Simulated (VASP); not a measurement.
# S (Fd-3m) in VASP: a series of runs, part 2 of 2

VASP 6.6.1. Earlier steps stand in the parts before.

## Step 3: Relaxation of cell and atoms, r2SCAN, target pressure 30 GPa, at which the enthalpy is minimised

POSCAR

```
S
1.0
    0.0000000000      2.8900000000      2.8900000000
    2.8900000000      0.0000000000      2.8900000000
    2.8900000000      2.8900000000      0.0000000000
S
2
Direct
    0.0000000000      0.0000000000      0.0000000000
    0.2500000000      0.2500000000      0.2500000000
```

INCAR.step1

```
SYSTEM = S
PREC = Accurate ; ENCUT = 550
ISMEAR = 1 ; SIGMA = 0.05
LREAL = .FALSE. ; LASPH = .TRUE.
NELM = 120 ; GGA = PE
ALGO = Normal ; EDIFF = 1E-5
LWAVE = .TRUE. ; LCHARG = .FALSE.
GGA_COMPAT = .FALSE. ; IBRION = 2
ISIF = 3 ; EDIFFG = -0.005
NELMIN = 4 ; NSW = 100
```

INCAR.step2

```
SYSTEM = S
PREC = Accurate ; ENCUT = 550
EDIFF = 1E-7 ; ISMEAR = 1
SIGMA = 0.05 ; LREAL = .FALSE.
LASPH = .TRUE. ; NELM = 120
ALGO = Normal ; ISIF = 3
LWAVE = .FALSE. ; LCHARG = .FALSE.
METAGGA = R2SCAN ; LMIXTAU = .TRUE.
IBRION = 2 ; NSW = 80
EDIFFG = -0.01 ; PSTRESS = 300.0
ISTART = 1 ; GGA_COMPAT = .FALSE.
NELMIN = 4
```

KPOINTS

```
Automatic mesh
0
G
  5 5 5
  0 0 0
```

Potentials or basis: VASP PAW PBE potentials, release 64 (S).

Run with:

```console
$ cat potpaw_PBE.64/S/POTCAR > POTCAR
$ cp INCAR.step1 INCAR
$ mpirun -np 1 vasp_std > vasp.out
$ cp INCAR.step2 INCAR
$ mpirun -np 1 vasp_std > vasp.out
```

OUTCAR:

```text
SYSTEM = S
   PREC = Accurate
   ENCUT = 550
   EDIFF = 1E-7
   ISMEAR = 1
   LREAL = .FALSE.
   LASPH = .TRUE.
   NELM = 120
   ISIF = 3
   METAGGA = R2SCAN
   IBRION = 2
   NSW = 80
   EDIFFG = -0.01
   PSTRESS = 300.0
   ISTART = 1
   NELMIN = 4

 ion  position               nearest neighbor table
   1  0.000  0.000  0.000-   2 2.50   2 2.50   2 2.50   2 2.50
   2  0.250  0.250  0.250-   1 2.50   1 2.50   1 2.50   1 2.50

  LATTYP: Found a face centered cubic cell.
 ALAT       =     5.7800000000

  Lattice vectors:

 A1 = (   0.0000000000,   2.8900000000,   2.8900000000)
 A2 = (   2.8900000000,   0.0000000000,   2.8900000000)
 A3 = (   2.8900000000,   2.8900000000,   0.0000000000)

Analysis of symmetry for initial positions (statically):
=====================================================================
 Subroutine PRICEL returns:
 Original cell was already a primitive cell.

 Routine SETGRP: Setting up the symmetry group for a
 face centered cubic supercell.

 Subroutine GETGRP returns: Found 48 space group operations
 (whereof 24 operations were pure point group operations)
 out of a pool of 48 trial point group operations.

The static configuration has the point symmetry T_d .
[... 116 lines left out ...]
   EFERMI_NEDOS =   21; number of points for ismear=-14 and -15
   IALGO  =     38    algorithm
   IMIX   =      4    mixing-type and parameters
     AMIX     =   0.40;   BMIX     =  1.00
     AMIX_MAG =   1.60;   BMIX_MAG =  1.00
  volume/ion in A,a.u.               =      24.14       162.89
  Fermi-wavevector in a.u.,A,eV,Ry     =   1.029344  1.945179 14.416054  1.059550
  Thomas-Fermi vector in A             =   2.163387
   LORBIT       =      0    0 simple, 1 ext, 2 COOP (PROOUT), +10 PAW based schemes
   METAGGA = R2SCAN    functional components
   LHFCALC =     F    Hartree Fock is set to
   AEXX    =    0.0000 exact exchange contribution
   IVDW    =     0    specifies the selected vdW correction
   LEPSILON=     F    determine dielectric tensor
   LRPA    =     F    only Hartree local field effects (RPA)
 conjugate gradient relaxation of ions
 non-spin polarized calculation
 Methfessel and Paxton  Order N= 1 SIGMA  =   0.05
  energy-cutoff  :      550.00
  volume of cell :       48.28
 maximum number of plane-waves:      1422
   NGX = 15   NGY = 15   NGZ = 15

--------------------------------------- Ionic step        1  -------------------------------------------

 number of electron      12.0000001 magnetization

 Free energy of the ion-electron system (eV)
  ---------------------------------------------------
  ext. energy  EPLUGINS =         0.00000000
  ---------------------------------------------------
  free energy    TOTEN  =       -13.71661619 eV

  energy without entropy =      -13.71657418  energy(sigma->0) =      -13.71660218

 E-fermi :   3.4660     XC(G=0):  -9.2919

 val. band max:        3.3208144851   @ k =  -0.2000   0.2000   0.0000
 cond. band min:       3.4934581138   @ k =  -0.4000   0.2000   0.0000
 fundamental gap:      0.1726436286
 Fermi energy:         3.4660238524
[... 492 lines left out ...]
--------------------------------------- Ionic step        7  -------------------------------------------

 number of electron      12.0000000 magnetization

 Free energy of the ion-electron system (eV)
  ---------------------------------------------------
  ext. energy  EPLUGINS =         0.00000000
  ---------------------------------------------------
  free energy    TOTEN  =       -12.68212723 eV

  energy without entropy =      -12.68215009  energy(sigma->0) =      -12.68213485

 E-fermi :   7.5595     XC(G=0): -11.0109

 val. band max:        7.5508092939   @ k =   0.2000   0.0000   0.0000
 cond. band min:       7.5965868349   @ k =  -0.2000   0.2000   0.0000
 fundamental gap:      0.0457775410
 Fermi energy:         7.5594789561
[... 161 lines left out ...]
  energy  without entropy=      -12.6821500880  energy(sigma->0) =      -12.68213485

  enthalpy is  TOTEN    =        -6.3565285358 eV   P V=        6.3255986987

 reached required accuracy - stopping structural energy minimisation
```

OUTCAR.step1:

```text
SYSTEM = S
   PREC = Accurate
   ENCUT = 550
   ISMEAR = 1
   LREAL = .FALSE.
   LASPH = .TRUE.
   NELM = 120
[... 341 lines left out ...]
      0.00000      0.00000      0.00000         0.000000      0.000000      0.000000
      1.44500      1.44500      1.44500        -0.000000     -0.000000     -0.000000
 -----------------------------------------------------------------------------------
    total drift:                               -0.000000      0.000000      0.000000

  FREE ENERGIE OF THE ION-ELECTRON SYSTEM (eV)
  ---------------------------------------------------
  free  energy   TOTEN  =        -6.2369081899 eV

  energy  without entropy=       -6.2369317628  energy(sigma->0) =       -6.23691605

 reached required accuracy - stopping structural energy minimisation
```

OSZICAR.step1:

```text
N       E                     dE             d eps       ncg     rms          rms(c)
DAV:   1     0.473164709338E+02    0.47316E+02   -0.53329E+03   200   0.103E+03
DAV:   2    -0.381586331544E+01   -0.51132E+02   -0.50009E+02   330   0.154E+02
DAV:   3    -0.620958498054E+01   -0.23937E+01   -0.23467E+01   232   0.367E+01
DAV:   4    -0.624101068732E+01   -0.31426E-01   -0.31374E-01   266   0.513E+00
DAV:   5    -0.624161329189E+01   -0.60260E-03   -0.60255E-03   224   0.593E-01    0.142E+01
DAV:   6    -0.623848684642E+01    0.31264E-02   -0.16199E-03   246   0.387E-01    0.851E+00
DAV:   7    -0.623681142356E+01    0.16754E-02   -0.35928E-03   226   0.551E-01    0.721E-02
DAV:   8    -0.623687733805E+01   -0.65914E-04   -0.14155E-04   226   0.103E-01    0.333E-02
DAV:   9    -0.623690609996E+01   -0.28762E-04   -0.22952E-05   204   0.415E-02    0.914E-03
DAV:  10    -0.623690818994E+01   -0.20900E-05   -0.15509E-06   134   0.102E-02
   1 F= -.62369082E+01 E0= -.62369160E+01  d E =-.623691E+01
```

It took 2.9 min on 1 thread of Intel Xeon 8259CL, shared host; peak memory 0.19 GiB.

What came out:

```yaml
Free_energy: -12.6821 eV
Relaxed_volume: 16.89 Å³/atom
Relaxed_cell: a = 3.629 Å, b = 3.629 Å, c = 3.629 Å, α = 60.00°, β = 60.00°, γ = 60.00°
Space_group_after_relaxing_to_0.1_Å: Fd-3m (No. 227)
Energy_change_on_relaxing_the_run_minimises_the_enthalpy: +517.2 meV/atom
Ionic_steps: 7
Pressure_after_relaxing: 30.0 GPa
Band_gap_on_the_k_mesh: zero (bands 6 and 7 overlap by 1.98 eV)
```

Step by step:
```
step  energy change (eV)  largest force (eV/Å)  pressure (GPa)  volume (Å³)
   1              0.0000                0.0000           -0.75        48.28
   2              5.5044                0.0000          111.28        22.60
   3              0.8087                0.0000           25.49        35.09
   4              1.0010                0.0000           29.28        33.96
   5              1.0480                0.0000           30.31        33.71
   6              1.0215                0.0000           29.74        33.85
   7              1.0345                0.0000           30.01        33.78
```

Final structure:
```
S
1.0
     0.00000    2.56579    2.56579
     2.56579    0.00000    2.56579
     2.56579    2.56579    0.00000
S
2
Direct
  0.00000 0.00000 0.00000
  0.25000 0.25000 0.25000
```

Levels at points of the mesh, in eV from the Fermi level:
```csv
k point,band 3,band 4,band 5,band 6,band 7,band 8,band 9,band 10
"(0.00, 0.00, 0.00)",-5.58,-5.58,-5.58,-1.62,-1.62,-1.62,6.58,7.43
```

Caveat: the k points lie up to 0.42 Å⁻¹ apart in the final cell, too coarse for converged energies and pressures of a metal; the cell is relaxed towards a set pressure, so the run minimises the enthalpy, not the energy; the volume moved by over 15 % at a fixed basis, so the end points are rough; the PAW data sets were made with another functional, which shifts forces and pressure a little.

## Step 4: Relaxation of cell and atoms, r2SCAN, target pressure 45 GPa, at which the enthalpy is minimised

POSCAR is that of step 3.

INCAR.step1

```
PREC = Accurate
ENCUT = 550
ISMEAR = 1
SIGMA = 0.05
LREAL = F
LASPH = T
NELM = 120
GGA = PE
ALGO = Normal
EDIFF = 1E-5
LWAVE = T
LCHARG = F
GGA_COMPAT = F
IBRION = 2
ISIF = 3
EDIFFG = -0.005
NELMIN = 4
NSW = 100
```

INCAR.step2

```
PREC = Accurate
ENCUT = 550
EDIFF = 1E-7
ISMEAR = 1
SIGMA = 0.05
LREAL = F
LASPH = T
NELM = 120
ALGO = Normal
ISIF = 3
LWAVE = F
LCHARG = F
METAGGA = R2SCAN
LMIXTAU = T
IBRION = 2
NSW = 80
EDIFFG = -0.01
PSTRESS = 450.0
ISTART = 1
GGA_COMPAT = F
NELMIN = 4
```

KPOINTS

```
regular mesh
0
Gamma
  5 5 5
```

Run with:

```console
$ cat potpaw_PBE.64/S/POTCAR > POTCAR
$ cp INCAR.step1 INCAR
$ mpirun -np 1 vasp_std > vasp.out
$ cp INCAR.step2 INCAR
$ mpirun -np 1 vasp_std > vasp.out
```

It took 3.5 min on 1 thread of Intel Xeon 8259CL, shared host; peak memory 0.18 GiB.

The run converged. Its results:

```yaml
Free_energy: -11.9361 eV
Relaxed_volume: 15.28 Å³/atom
Relaxed_cell: a = 3.509 Å, b = 3.509 Å, c = 3.509 Å, α = 60.00°, β = 60.00°, γ = 60.00°
Space_group_after_relaxing_to_0.1_Å: Fd-3m (No. 227)
Energy_change_on_relaxing_the_run_minimises_the_enthalpy: +890.2 meV/atom
Ionic_steps: 7
Pressure_after_relaxing: 45.0 GPa
Band_gap_on_the_k_mesh: zero (bands 6 and 7 overlap by 2.22 eV)
```

Step by step:
```csv
step,energy change (eV),largest force (eV/Å),pressure (GPa),volume (Å³)
1,0.0000,0.0000,-0.75,48.28
2,15.8054,0.0000,430.62,14.35
3,1.6134,0.0000,41.63,31.18
4,1.7187,0.0000,43.76,30.78
5,1.8016,0.0000,45.43,30.49
6,1.7571,0.0000,44.53,30.64
7,1.7805,0.0000,45.00,30.56
```

Final structure:
```cif
data_structure
_symmetry_space_group_name_H-M 'P 1'
_symmetry_Int_Tables_number 1
_cell_length_a 3.5094
_cell_length_b 3.5094
_cell_length_c 3.5094
_cell_angle_alpha 60.000
_cell_angle_beta 60.000
_cell_angle_gamma 60.000
_cell_volume 30.56
loop_
_atom_site_label
_atom_site_type_symbol
_atom_site_fract_x
_atom_site_fract_y
_atom_site_fract_z
_atom_site_occupancy
S1 S 0.00000 0.00000 0.00000 1
S2 S 0.25000 0.25000 0.25000 1
```

Levels at points of the mesh, in eV from the Fermi level:
```csv
k point,band 2,band 3,band 4,band 5,band 6,band 7,band 8,band 9,band 10
"(0.00, 0.00, 0.00)",-6.34,-6.10,-6.10,-6.10,-1.90,-1.90,-1.90,7.08,7.08
```

Caveat: the k points lie up to 0.44 Å⁻¹ apart in the final cell, too coarse for converged energies and pressures of a metal; the cell is relaxed towards a set pressure, so the run minimises the enthalpy, not the energy; the volume moved by over 15 % at a fixed basis, so the end points are rough; the PAW data sets were made with another functional, which shifts forces and pressure a little.

## Step 5: Overview

```tsv
cell	gap on the mesh (eV)	pressure (GPa)
relaxed to 15 GPa	none	14.9
relaxed to 30 GPa	none	30.0
relaxed to 45 GPa	none	45.0
```

Alike in all rows: task relaxation of cell and atoms; level r2SCAN; potentials or basis VASP PAW PBE potentials, release 64 (S); no spin polarisation; k mesh 5 × 5 × 5; cutoff (eV) 550; smearing methfessel-paxton 0.05 eV.

Caveats: all runs use coarse meshes; the cell is relaxed towards a set pressure, so the run minimises the enthalpy, not the energy; the volume moved by over 15 % at a fixed basis, so the end points are rough; the PAW data sets were made with another functional, which shifts forces and pressure a little.

Absolute energies hang on the potentials; compare differences alone.

The gap in the log of VASP goes by the Fermi energy; the results here count the filled bands.